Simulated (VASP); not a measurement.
The system is CuO.

```xyz
2
Lattice="0.0000 2.3729 2.3729 2.3729 0.0000 2.3729 2.3729 2.3729 0.0000" Properties=species:S:1:pos:R:3 pbc="T T T"
Cu    0.0000    0.0000    0.0000
O     1.1864    1.1864    1.1864
```

Base run:

```yaml
Program: VASP 6.6.1
Functional: PBEsol
Potentials_or_basis: VASP PAW PBE potentials, release 64 (Cu, O)
Cutoff: 520 eV
k_mesh: 10 × 10 × 10
Occupations: fermi-dirac, width 0.05 eV
Spin: no spin polarisation
```

Its results: pressure -19.1 GPa.

Question: The run is repeated on the same cell with these changes: functional from PBEsol to BLYP. What comes out?

Answer: Pressure -9.8 GPa.

BLYP binds less tightly than PBEsol, so the same cell stands under more pressure.

Caveats: the PAW data sets were made with another functional, which shifts forces and pressure a little; an odd number of electrons without spin polarisation forces a metal; a magnetic or distorted state may lie lower.
